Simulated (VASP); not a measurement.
# SnO3 (Pm-3m) in VASP: single point with PBE

Aim: the single point of SnO3 with PBE.

All numbers are computed with VASP 6.6.1; they aren't measurements. Logs are shortened: lines on timing, memory, paths and dates and some standing lists are left out, and cuts for length are marked.

**1. The cell of the first run**

Symmetry: Pm-3m, No. 221, cubic system. The conventional cell has a = 6.043 Å, b = 6.043 Å, c = 6.043 Å, α = 90.00°, β = 90.00°, γ = 90.00°. Within 3.1 Å of Sn (site symmetry m-3m) lie 6 O at 2.36 Å. Sn (site symmetry m-3m) has 24 O at 4.32 Å and 8 Sn at 5.23 Å within 5.7 Å. Within 1.8 Å of O (site symmetry 4mm) lie 1 O at 1.32 Å.

The cell was generated, and may not be a known phase.

**2. Single point, PBE**

INCAR

```
SYSTEM = SnO3
PREC = Accurate
ENCUT = 1340
EDIFF = 1E-6
ISMEAR = 0
SIGMA = 0.1
LREAL = .False.
LASPH = .True.
NELM = 120
ALGO = Normal
ISIF = 2
LWAVE = .False.
LCHARG = .True.
GGA = PE
LELF = .True.
LVHAR = .True.
NBANDS = 42
GGA_COMPAT = .False.
```

KPOINTS

```
regular mesh
0
Gamma
  6 6 6
  0 0 0
```

POSCAR

```
SnO3
1.0
    6.0434178700      0.0000000000      0.0000000000
    0.0000000000      6.0434178700      0.0000000000
    0.0000000000      0.0000000000      6.0434178700
Sn O
2 6
Direct
    0.5000000000      0.5000000000      0.5000000000
    0.0000000000      0.0000000000      0.0000000000
    0.1091180651      0.5000000000      0.5000000000
    0.8908819349      0.5000000000      0.5000000000
    0.5000000000      0.1091180651      0.5000000000
    0.5000000000      0.8908819349      0.5000000000
    0.5000000000      0.5000000000      0.1091180651
    0.5000000000      0.5000000000      0.8908819349
```

Potentials or basis: VASP PAW PBE potentials, release 64 (Sn_d, O_h).

Launch:

```
cat potpaw_PBE.64/Sn_d/POTCAR potpaw_PBE.64/O_h/POTCAR > POTCAR
mpirun -np 1 vasp_std > vasp.out
```

OUTCAR:

```text
SYSTEM = SnO3
   PREC = Accurate
   ENCUT = 1340
   EDIFF = 1E-6
   ISMEAR = 0
   LREAL = .False.
   LASPH = .True.
   NELM = 120
   ISIF = 2
   GGA = PE

 ion  position               nearest neighbor table
   1  0.500  0.500  0.500-   3 2.36   4 2.36   5 2.36   6 2.36   7 2.36   8 2.36
   2  0.000  0.000  0.000-
   3  0.109  0.500  0.500-   4 1.32   1 2.36
   4  0.891  0.500  0.500-   3 1.32   1 2.36
   5  0.500  0.109  0.500-   6 1.32   1 2.36
   6  0.500  0.891  0.500-   5 1.32   1 2.36
   7  0.500  0.500  0.109-   8 1.32   1 2.36
   8  0.500  0.500  0.891-   7 1.32   1 2.36

  LATTYP: Found a simple cubic cell.
 ALAT       =     6.0434178700

  Lattice vectors:

 A1 = (   6.0434178700,   0.0000000000,   0.0000000000)
 A2 = (   0.0000000000,   6.0434178700,   0.0000000000)
 A3 = (   0.0000000000,   0.0000000000,   6.0434178700)

Analysis of symmetry for initial positions (statically):
=====================================================================
 Subroutine PRICEL returns:
 Original cell was already a primitive cell.

 Routine SETGRP: Setting up the symmetry group for a
 simple cubic supercell.

 Subroutine GETGRP returns: Found 48 space group operations
 (whereof 48 operations were pure point group operations)
 out of a pool of 48 trial point group operations.

The static configuration has the point symmetry O_h .

Analysis of symmetry for dynamics (positions and initial velocities):
=====================================================================
 Subroutine PRICEL returns:
 Original cell was already a primitive cell.

 Routine SETGRP: Setting up the symmetry group for a
 simple cubic supercell.

 Subroutine GETGRP returns: Found 48 space group operations
 (whereof 48 operations were pure point group operations)
 out of a pool of 48 trial point group operations.

The dynamic configuration has the point symmetry O_h .

 Subroutine INISYM returns: Found 48 space group operations
 (whereof 48 operations are pure point group operations),
 and found     1 'primitive' translations

----------------------------------------------------------------------------------------

[... 99 lines left out ...]
   EDIFF  = 0.1E-05   stopping-criterion for ELM
   LREAL  =      F    real-space projection
   EDIFFG = 0.1E-04   stopping-criterion for IOM
   NSW    =      0    number of steps for IOM
   IBRION =     -1    ionic relax: 0-MD 1-quasi-New 2-CG
   NFREE  =      0    steps in history (QN), initial steepest desc. (CG)
   ISIF   =      2    stress and relaxation
   ISYM   =      2    0-nonsym 1-usesym 2-fastsym
   POTIM  = 0.5000    time-step for ionic-motion
   TEBEG  =    0.0;   TEEND  =   0.0 temperature during run
   PSTRESS=    0.0 pullay stress
   NELECT =      64.0000    total number of electrons
   NUPDOWN=      -1.0000    fix difference up-down
   EMIN   =  10.00;   EMAX   =-10.00  energy-range for DOS
   EFERMI =   0.00;   METHOD = LEGACY
   ISMEAR =     0;   SIGMA  =   0.10  broadening in eV -4-tet -1-fermi 0-gaus
   EFERMI_NEDOS =   21; number of points for ismear=-14 and -15
   IALGO  =     38    algorithm
   IMIX   =      4    mixing-type and parameters
     AMIX     =   0.40;   BMIX     =  1.00
     AMIX_MAG =   1.60;   BMIX_MAG =  1.00
  volume/ion in A,a.u.               =      27.59       186.19
  Fermi-wavevector in a.u.,A,eV,Ry     =   1.083558  2.047628 15.974575  1.174098
  Thomas-Fermi vector in A             =   2.219627
   LORBIT       =      0    0 simple, 1 ext, 2 COOP (PROOUT), +10 PAW based schemes
   GGA     = PE    functional components
   LHFCALC =     F    Hartree Fock is set to
   AEXX    =    0.0000 exact exchange contribution
   IVDW    =     0    specifies the selected vdW correction
   LEPSILON=     F    determine dielectric tensor
   LRPA    =     F    only Hartree local field effects (RPA)
 non-spin polarized calculation
 Gauss-broadening in eV      SIGMA  =   0.10
  energy-cutoff  :     1340.00
  volume of cell :      220.72
 maximum number of plane-waves:     24656
   NGX = 37   NGY = 37   NGZ = 37

 number of electron      63.9999998 magnetization

 Free energy of the ion-electron system (eV)
  ---------------------------------------------------
  ext. energy  EPLUGINS =         0.00000000
  ---------------------------------------------------
  free energy    TOTEN  =       -33.61008803 eV

  energy without entropy =      -33.51690909  energy(sigma->0) =      -33.56349856

 E-fermi :   0.3750     XC(G=0):  -6.7987

 val. band max:        0.3671235142   @ k =   0.5000   0.5000   0.0000
 cond. band min:       0.3981345857   @ k =   0.3333   0.1667   0.0000
 fundamental gap:      0.0310110715
 Fermi energy:         0.3749763158

 k-point     1 :       0.0000    0.0000    0.0000
  band No.  band energies     occupation
      1     -23.1717      2.00000
      2     -23.1486      2.00000
      3     -23.1486      2.00000
      4     -22.7860      2.00000
      5     -22.7860      2.00000
      6     -22.7842      2.00000
[... 889 lines left out ...]
     41       7.4046      0.00000
     42       7.4051      0.00000

------------------------ aborting loop because EDIFF is reached ----------------------------------------

  FORCE on cell =-STRESS in cart. coord.  units (eV):
  Direction    XX          YY          ZZ          XY          YZ          ZX
  --------------------------------------------------------------------------------------
  -------------------------------------------------------------------------------------
  Total       -0.1531428     -0.1531428     -0.1531428     -0.0000000     -0.0000000      0.0000000
  in kB       -1.1116277     -1.1116277     -1.1116277     -0.0000000     -0.0000000      0.0000000
  external PRESSURE =      -1.1116277 kB  Pullay stress =       0.0000000 kB

 VOLUME and BASIS-vectors are now :
 -----------------------------------------------------------------------------
  energy-cutoff  :     1340.00
  volume of cell :      220.72
      direct lattice vectors                 reciprocal lattice vectors
     6.043417870  0.000000000  0.000000000     0.165469279  0.000000000  0.000000000
     0.000000000  6.043417870  0.000000000     0.000000000  0.165469279  0.000000000
     0.000000000  0.000000000  6.043417870     0.000000000  0.000000000  0.165469279

 POSITION                                       TOTAL-FORCE (eV/Angst)
 -----------------------------------------------------------------------------------
      3.02171      3.02171      3.02171        -0.000000     -0.000000     -0.000000
      0.00000      0.00000      0.00000        -0.000000     -0.000000     -0.000000
      0.65945      3.02171      3.02171         0.016170     -0.000000     -0.000000
      5.38397      3.02171      3.02171        -0.016170     -0.000000     -0.000000
      3.02171      0.65945      3.02171        -0.000000      0.016170     -0.000000
      3.02171      5.38397      3.02171        -0.000000     -0.016170     -0.000000
      3.02171      3.02171      0.65945        -0.000000     -0.000000      0.016170
      3.02171      3.02171      5.38397        -0.000000     -0.000000     -0.016170
 -----------------------------------------------------------------------------------
    total drift:                                0.000000     -0.000000     -0.000000

  FREE ENERGIE OF THE ION-ELECTRON SYSTEM (eV)
  ---------------------------------------------------
  free  energy   TOTEN  =       -33.6100880308 eV

  energy  without entropy=      -33.5169090935  energy(sigma->0) =      -33.56349856
```

OSZICAR:

```text
N       E                     dE             d eps       ncg     rms          rms(c)
DAV:   1     0.109603424883E+04    0.10960E+04   -0.46497E+04  1776   0.316E+03
DAV:   2     0.260380100870E+03   -0.83565E+03   -0.79755E+03  1800   0.778E+02
DAV:   3     0.275975633776E+01   -0.25762E+03   -0.24540E+03  2326   0.283E+02
DAV:   4    -0.394171639143E+02   -0.42177E+02   -0.39049E+02  2192   0.985E+01
DAV:   5    -0.412325574305E+02   -0.18154E+01   -0.16812E+01  2290   0.214E+01    0.153E+01
DAV:   6    -0.340658800888E+02    0.71667E+01   -0.13616E+01  2422   0.203E+01    0.558E+00
DAV:   7    -0.349870508489E+02   -0.92117E+00   -0.32311E+00  1946   0.577E+00    0.151E+01
DAV:   8    -0.347141949517E+02    0.27286E+00   -0.11435E+01  2396   0.658E+00    0.577E+00
DAV:   9    -0.339048548105E+02    0.80934E+00   -0.29908E-01  1990   0.328E+00    0.398E+00
DAV:  10    -0.336215333386E+02    0.28332E+00   -0.12187E-01  2120   0.134E+00    0.107E+00
DAV:  11    -0.336243713673E+02   -0.28380E-02   -0.16491E-02  2226   0.671E-01    0.144E+00
DAV:  12    -0.336214322964E+02    0.29391E-02   -0.66728E-02  2522   0.402E-01    0.143E+00
DAV:  13    -0.336102592967E+02    0.11173E-01   -0.13123E-02  1956   0.379E-01    0.310E-01
DAV:  14    -0.336100717877E+02    0.18751E-03   -0.60728E-04  1870   0.146E-01    0.111E-02
DAV:  15    -0.336101101322E+02   -0.38344E-04   -0.61439E-05  2376   0.342E-02    0.610E-02
DAV:  16    -0.336100873814E+02    0.22751E-04   -0.13785E-05  1576   0.162E-02    0.129E-02
DAV:  17    -0.336100880308E+02   -0.64938E-06   -0.11727E-06  1328   0.946E-03
   1 F= -.33610088E+02 E0= -.33563499E+02  d E =-.931789E-01
```

stdout:

```text
POSCAR found type information on POSCAR SnO
 POSCAR found :  2 types and       8 ions
 scaLAPACK will be used
 LDA part: xc-table for (Slater+PW92), standard interpolation
 POSCAR, INCAR and KPOINTS ok, starting setup
 FFT: planning ... GRIDC
 FFT: planning ... GRID_SOFT
 FFT: planning ... GRID
 WAVECAR not read
 entering main loop
```

It took 8.6 min on 1 thread of Intel Xeon 6975P-C (Granite Rapids), shared host; peak memory 1.1 GiB.

Results:

```
Free energy            : -33.6101 eV
Pressure               : -0.1 GPa
Largest force          : 0.016 eV/Å
Band gap on the k mesh : zero (bands 32 and 33 overlap by 0.42 eV)
```

Forces on the atoms (eV/Å):
```
Sn   0.000  0.000  0.000
Sn   0.000  0.000  0.000
O    0.016  0.000  0.000
O   -0.016  0.000  0.000
O    0.000  0.016  0.000
O    0.000 -0.016  0.000
O    0.000  0.000  0.016
O    0.000  0.000 -0.016
```

Caveat: semilocal functionals underestimate gaps, and a narrow one can read as zero; spin-orbit coupling is left out, which moves the levels of the heavy elements.

The gap in the log of VASP goes by the Fermi energy; the results here count the filled bands.